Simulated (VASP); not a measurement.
# Ca in VASP: notebook

Runs on Ca. Level: PBE. Tasks: single point.

Program: VASP 6.6.1. These are calculated values, not measurements. Logs are shortened: lines on timing, memory, paths and dates and some standing lists are left out, and cuts for length are marked.

## (1) The cell of the first run

The typed cell holds 4 atoms: a = 7.037 Å, b = 7.037 Å, c = 6.394 Å, α = 90.00°, β = 90.00°, γ = 147.50°.

## (2) Single point, PBE

The input, INCAR:

```
  PREC = Accurate
  ENCUT = 520
  EDIFF = 1E-6
  ISMEAR = 0
  SIGMA = 0.1
  LREAL = False
  LASPH = True
  NELM = 100
  ALGO = Normal
  ISIF = 2
  LWAVE = False
  LCHARG = True
  GGA = PE
  LELF = True
  LVHAR = True
  NBANDS = 28
```

The input, KPOINTS:

```
regular mesh
0
Gamma
  4 4 4
```

The input, POSCAR:

```
Ca
1.0
    1.9690565127     -6.7556974946      0.0000000000
    1.9690565127      6.7556974946      0.0000000000
    0.0000000000      0.0000000000      6.3937872097
Ca
4
Direct
    0.1318954994      0.8681045006      0.9998661303
    0.6318954994      0.3681045006      0.5001338697
    0.8681045006      0.1318954994      0.0001338697
    0.3681045006      0.6318954994      0.4998661303
```

Potentials or basis: VASP PAW PBE potentials, release 64 (Ca_sv).

On the command line:

```
cat potpaw_PBE.64/Ca_sv/POTCAR > POTCAR
mpirun -np 1 vasp_std > vasp.out
```

OUTCAR:

```text
PREC = Accurate
   ENCUT = 520
   EDIFF = 1E-6
   ISMEAR = 0
   LREAL = False
   LASPH = True
   NELM = 100
   ISIF = 2
   GGA = PE

 ion  position               nearest neighbor table
   1  0.132  0.868  1.000-
   2  0.632  0.368  0.500-
   3  0.868  0.132  0.000-
   4  0.368  0.632  0.500-

  LATTYP: Found a base centered orthorhombic cell.
 ALAT       =     3.9381130254
 B/A-ratio  =     3.4309312359
 C/A-ratio  =     1.6235662025

  Lattice vectors:

 A1 = (   1.9690565127,  -6.7556974946,   0.0000000000)
 A2 = (   1.9690565127,   6.7556974946,   0.0000000000)
 A3 = (   0.0000000000,   0.0000000000,   6.3937872097)

Analysis of symmetry for initial positions (statically):
=====================================================================
 Subroutine PRICEL returns:
 Original cell was already a primitive cell.

 Routine SETGRP: Setting up the symmetry group for a
 base centered orthorhombic supercell.

 Subroutine GETGRP returns: Found  8 space group operations
 (whereof  4 operations were pure point group operations)
 out of a pool of  8 trial point group operations.

The static configuration has the point symmetry C_2h.
 The point group associated with its full space group is D_2h.

Analysis of symmetry for dynamics (positions and initial velocities):
=====================================================================
 Subroutine PRICEL returns:
 Original cell was already a primitive cell.

 Routine SETGRP: Setting up the symmetry group for a
 base centered orthorhombic supercell.

 Subroutine GETGRP returns: Found  8 space group operations
 (whereof  4 operations were pure point group operations)
 out of a pool of  8 trial point group operations.

The dynamic configuration has the point symmetry C_2h.
 The point group associated with its full space group is D_2h.

 Subroutine INISYM returns: Found  8 space group operations
 (whereof  4 operations are pure point group operations),
 and found     1 'primitive' translations

----------------------------------------------------------------------------------------

                                     Primitive cell

  volume of cell :     170.1048

  direct lattice vectors                    reciprocal lattice vectors
     1.969056513 -6.755697495  0.000000000     0.253928720 -0.074011603  0.000000000
     1.969056513  6.755697495  0.000000000     0.253928720  0.074011603  0.000000000
     0.000000000  0.000000000  6.393787210     0.000000000  0.000000000  0.156401827

  length of vectors
     7.036805539  7.036805539  6.393787210     0.264494825  0.264494825  0.156401827

  position of ions in fractional coordinates (direct lattice)
     0.131895499  0.868104501  0.999866130
     0.631895499  0.368104501  0.500133870
     0.868104501  0.131895499  0.000133870
     0.368104501  0.631895499  0.499866130

  ion indices of the primitive-cell ions
   primitive index   ion index
                 1           1
                 2           2
                 3           3
                 4           4

----------------------------------------------------------------------------------------

 KPOINTS: regular mesh

Automatic generation of k-mesh.
 Grid dimensions read from file:
 generate k-points for:    4    4    4

 Generating k-lattice:

  Cartesian coordinates                     Fractional coordinates (reciprocal lattice)
     0.063482180 -0.018502901  0.000000000     0.250000000  0.000000000  0.000000000
     0.063482180  0.018502901  0.000000000     0.000000000  0.250000000  0.000000000
     0.000000000  0.000000000  0.039100457     0.000000000  0.000000000  0.250000000

  Length of vectors
     0.066123706  0.066123706  0.039100457

  Shift w.r.t. Gamma in fractional coordinates (k-lattice)
     0.000000000  0.000000000  0.000000000

 Subroutine IBZKPT returns following result:
 ===========================================

 Found     21 irreducible k-points:

 Following reciprocal coordinates:
            Coordinates               Weight
  0.000000  0.000000  0.000000      1.000000
  0.250000 -0.000000  0.000000      4.000000
  0.500000 -0.000000  0.000000      2.000000
  0.250000  0.250000  0.000000      2.000000
  0.500000  0.250000  0.000000      4.000000
 -0.250000  0.250000  0.000000      2.000000
[... 13 lines left out ...]
 -0.250000  0.250000  0.500000      2.000000
  0.500000  0.500000  0.500000      1.000000
   k-points           NKPTS =     21   k-points in BZ     NKDIM =     21   number of bands    NBANDS=     28
   number of dos      NEDOS =    301   number of ions     NIONS =      4
   total plane-waves  NPLWV = 139968
   dimension x,y,z NGX =    54 NGY =   54 NGZ =   48
   dimension x,y,z NGXF=   108 NGYF=  108 NGZF=   96
   ions per type =               4
   NGX,Y,Z   is equivalent  to a cutoff of  12.76, 12.76, 12.48 a.u.
   NGXF,Y,Z  is equivalent  to a cutoff of  25.52, 25.52, 24.96 a.u.
 SYSTEM =  unknown system
   PREC   = accura    normal or accurate (medium, high low for compatibility)
   ISTART =      0    job   : 0-new  1-cont  2-samecut
   ICHARG =      2    charge: 1-file 2-atom 10-const
   ISPIN  =      1    spin polarized calculation?
   LNONCOLLINEAR =      F non collinear calculations
   LSORBIT =      F    spin-orbit coupling
   LASPH  =      T    aspherical Exc in radial PAW
   ENCUT  =  520.0 eV  38.22 Ry    6.18 a.u.  13.08 13.08 11.89*2*pi/ulx,y,z
   NELM   =    100;   NELMIN=  2; NELMDL= -5     # of ELM steps
   EDIFF  = 0.1E-05   stopping-criterion for ELM
   LREAL  =      F    real-space projection
   EDIFFG = 0.1E-04   stopping-criterion for IOM
   NSW    =      0    number of steps for IOM
   IBRION =     -1    ionic relax: 0-MD 1-quasi-New 2-CG
   NFREE  =      0    steps in history (QN), initial steepest desc. (CG)
   ISIF   =      2    stress and relaxation
   ISYM   =      2    0-nonsym 1-usesym 2-fastsym
   POTIM  = 0.5000    time-step for ionic-motion
   TEBEG  =    0.0;   TEEND  =   0.0 temperature during run
   PSTRESS=    0.0 pullay stress
   NELECT =      40.0000    total number of electrons
   NUPDOWN=      -1.0000    fix difference up-down
   EMIN   =  10.00;   EMAX   =-10.00  energy-range for DOS
   EFERMI =   0.00;   METHOD = LEGACY
   ISMEAR =     0;   SIGMA  =   0.10  broadening in eV -4-tet -1-fermi 0-gaus
   EFERMI_NEDOS =   21; number of points for ismear=-14 and -15
   IALGO  =     38    algorithm
   IMIX   =      4    mixing-type and parameters
     AMIX     =   0.40;   BMIX     =  1.00
     AMIX_MAG =   1.60;   BMIX_MAG =  1.00
  volume/ion in A,a.u.               =      42.53       286.98
  Fermi-wavevector in a.u.,A,eV,Ry     =   1.010468  1.909508 13.892174  1.021046
  Thomas-Fermi vector in A             =   2.143459
   LORBIT       =      0    0 simple, 1 ext, 2 COOP (PROOUT), +10 PAW based schemes
   GGA     = PE    functional components
   LHFCALC =     F    Hartree Fock is set to
   AEXX    =    0.0000 exact exchange contribution
   IVDW    =     0    specifies the selected vdW correction
   LEPSILON=     F    determine dielectric tensor
   LRPA    =     F    only Hartree local field effects (RPA)
 non-spin polarized calculation
 Gauss-broadening in eV      SIGMA  =   0.10
  energy-cutoff  :      520.00
  volume of cell :      170.10
 maximum number of plane-waves:      4608
 NGX is ok and might be reduce to    54
   NGX = 27   NGY = 27   NGZ = 23

 number of electron      39.9999998 magnetization

 Free energy of the ion-electron system (eV)
  ---------------------------------------------------
  ext. energy  EPLUGINS =         0.00000000
  ---------------------------------------------------
  free energy    TOTEN  =        -7.25176833 eV

  energy without entropy =       -7.22354844  energy(sigma->0) =       -7.23765839

 E-fermi :   1.8891     XC(G=0):  -7.7014

 val. band max:        1.8339651534   @ k =   0.2500  -0.0000   0.0000
 cond. band min:       1.8945603472   @ k =   0.5000   0.5000   0.0000
 fundamental gap:      0.0605951938
 Fermi energy:         1.8890600051

 k-point     1 :       0.0000    0.0000    0.0000
  band No.  band energies     occupation
      1     -40.1752      2.00000
      2     -40.1594      2.00000
      3     -40.1593      2.00000
      4     -40.1448      2.00000
      5     -21.2527      2.00000
      6     -21.2380      2.00000
[... 20 lines left out ...]
     27       4.2143      0.00000
     28       4.5347      0.00000

 k-point     2 :       0.2500   -0.0000    0.0000
  band No.  band energies     occupation
      1     -40.1693      2.00000
      2     -40.1579      2.00000
      3     -40.1568      2.00000
      4     -40.1465      2.00000
      5     -21.2326      2.00000
      6     -21.2129      2.00000
[... 20 lines left out ...]
     27       3.6891      0.00000
     28       3.8373      0.00000

 k-point     3 :       0.5000   -0.0000    0.0000
  band No.  band energies     occupation
      1     -40.1593      2.00000
      2     -40.1593      2.00000
      3     -40.1519      2.00000
      4     -40.1519      2.00000
      5     -21.2139      2.00000
      6     -21.2139      2.00000
[... 20 lines left out ...]
     27       3.6255      0.00000
     28       3.6255      0.00000

 k-point     4 :       0.2500    0.2500    0.0000
  band No.  band energies     occupation
      1     -40.1596      2.00000
      2     -40.1590      2.00000
      3     -40.1522      2.00000
      4     -40.1516      2.00000
      5     -21.2199      2.00000
      6     -21.2168      2.00000
[... 485 lines left out ...]
     27       3.9194      0.00000
     28       3.9302      0.00000

 k-point    20 :      -0.2500    0.2500    0.5000
  band No.  band energies     occupation
      1     -40.1650      2.00000
      2     -40.1650      2.00000
      3     -40.1543      2.00000
      4     -40.1543      2.00000
      5     -21.2139      2.00000
      6     -21.2139      2.00000
[... 20 lines left out ...]
     27       4.0070      0.00000
     28       4.0071      0.00000

 k-point    21 :       0.5000    0.5000    0.5000
  band No.  band energies     occupation
      1     -40.1598      2.00000
      2     -40.1598      2.00000
      3     -40.1595      2.00000
      4     -40.1595      2.00000
      5     -21.1642      2.00000
      6     -21.1642      2.00000
[... 20 lines left out ...]
     27       3.8900      0.00000
     28       3.8900      0.00000

------------------------ aborting loop because EDIFF is reached ----------------------------------------

  FORCE on cell =-STRESS in cart. coord.  units (eV):
  Direction    XX          YY          ZZ          XY          YZ          ZX
  --------------------------------------------------------------------------------------
  -------------------------------------------------------------------------------------
  Total        0.0682391      0.0725252      0.3935881      0.0000000      0.0000000      0.0000000
  in kB        0.6427286      0.6830984      3.7071147      0.0000000      0.0000000      0.0000000
  external PRESSURE =       1.6776472 kB  Pullay stress =       0.0000000 kB

 VOLUME and BASIS-vectors are now :
 -----------------------------------------------------------------------------
  energy-cutoff  :      520.00
  volume of cell :      170.10
      direct lattice vectors                 reciprocal lattice vectors
     1.969056513 -6.755697495  0.000000000     0.253928720 -0.074011603  0.000000000
     1.969056513  6.755697495  0.000000000     0.253928720  0.074011603  0.000000000
     0.000000000  0.000000000  6.393787210     0.000000000  0.000000000  0.156401827

 POSITION                                       TOTAL-FORCE (eV/Angst)
 -----------------------------------------------------------------------------------
      1.96906      4.97361      6.39293         0.000000     -0.020979      0.003969
      1.96906     -1.78209      3.19775         0.000000     -0.020979     -0.003969
      1.96906     -4.97361      0.00086         0.000000      0.020979     -0.003969
      1.96906      1.78209      3.19604         0.000000      0.020979      0.003969
 -----------------------------------------------------------------------------------
    total drift:                                0.000000      0.000000      0.000000

  FREE ENERGIE OF THE ION-ELECTRON SYSTEM (eV)
  ---------------------------------------------------
  free  energy   TOTEN  =        -7.2517683321 eV

  energy  without entropy=       -7.2235484415  energy(sigma->0) =       -7.23765839
```

Run time: 2.9 min. Hardware: 1 thread of Intel Xeon Platinum 8259CL at 2.50GHz (Skylake/Cascade Lake), shared host; peak memory 0.38 GiB.

Results:

```yaml
Free_energy: -7.2518 eV
Pressure: 0.2 GPa
Largest_force: 0.021 eV/Å
Band_gap_on_the_k_mesh: zero (band 20 reaches 2.08 eV, above the bottom of band 21 at 1.67 eV)
```

Forces in eV/Å, atoms in the order of the input:
```
Ca   0.000 -0.021  0.004
Ca   0.000 -0.021 -0.004
Ca   0.000  0.021 -0.004
Ca   0.000  0.021  0.004
```

Stress tensor (GPa, compression positive):
```
0.06 0.00 0.00
0.00 0.07 0.00
0.00 0.00 0.37
```

Caveat: the k points lie up to 0.42 Å⁻¹ apart.

(Continued in part 2 of 2.)
